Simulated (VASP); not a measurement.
Set up this calculation in VASP 6.6.1, as the native input.

```yaml
Task: relaxation of cell and atoms
Functional: PBE
Potentials_or_basis: VASP PAW PBE potentials, release 64 (Al, B, Sb)
Cutoff: 500 eV
k_mesh: 4 × 4 × 2
Occupations: gaussian, width 0.2 eV
Spin: no spin polarisation
Dipole_correction: no
Further_INCAR_settings: ALGO = Normal; EDIFF = 1e-07; IBRION = 2; EDIFFG = -0.08; NSW = 36; ISIF = 3
```

The structure of Al3BSb2 lies in POSCAR:

```
Al3BSb2
1.0
    4.6550913800      0.0000000000      0.0000000000
   -2.3275456900      4.0314273900      0.0000000000
    0.0000000000      0.0000000000      7.4397364400
Al B Sb
3 1 2
Direct
    0.0000000000      0.0000000000      0.2024961500
    0.0000000000      0.0000000000      0.7975038500
    0.0000000000      0.0000000000      0.5000000000
    0.0000000000      0.0000000000      0.0000000000
    0.3333333300      0.6666666700      0.5000000000
    0.6666666700      0.3333333300      0.5000000000
```

The cell was built from a structure type or drawn by symmetry, and may not be a known phase.

The input as run:

INCAR

```
SYSTEM = Al3BSb2
ALGO = Normal
EDIFF = 1E-7
EDIFFG = -0.08
ENCUT = 500
GGA = PE
GGA_COMPAT = .FALSE.
IBRION = 2
ISIF = 3
ISMEAR = 0
LASPH = .TRUE.
LCHARG = .FALSE.
LREAL = .FALSE.
LWAVE = .FALSE.
NELM = 120
NELMIN = 4
NSW = 36
PREC = Accurate
SIGMA = 0.2
```

KPOINTS

```
k-points
0
G
  4 4 2
  0 0 0
```

Potentials or basis: VASP PAW PBE potentials, release 64 (Al, B, Sb).

The run is started by

```console
$ cat potpaw_PBE.64/Al/POTCAR potpaw_PBE.64/B/POTCAR potpaw_PBE.64/Sb/POTCAR > POTCAR
$ mpirun -np 1 vasp_std > vasp.out
```

It gave:

```json
{
 "Relaxed volume": "35.49 Å³/atom",
 "Relaxed cell": "a = 5.253 Å, b = 5.253 Å, c = 8.909 Å, α = 90.00°, β = 90.00°, γ = 120.00°",
 "Space group after relaxing (to 0.1 Å)": "P6/mmm (No. 191)",
 "Energy gained by relaxing": "1530.1 meV/atom",
 "Ionic steps": "16",
 "Pressure after relaxing": "0.1 GPa",
 "Largest force after relaxing": "0.044 eV/Å",
 "Band gap on the k mesh": "zero (bands 11 and 12 overlap by 0.24 eV)"
}
```

Caveat: the k points lie up to 0.35 Å⁻¹ apart in the final cell; the volume moved by over 15 % at a fixed basis, so the end points are rough; semilocal functionals underestimate gaps, so a narrow gap can read as zero; spin-orbit coupling is left out, which moves the levels of the heavy elements; the relaxation stopped at a loose force limit of 0.08 eV/Å, so its end isn't a converged minimum.

Run time: 5.6 min on 1 thread of AMD EPYC 9R45 (Zen 5), on a shared host, peak memory 0.23 GiB.
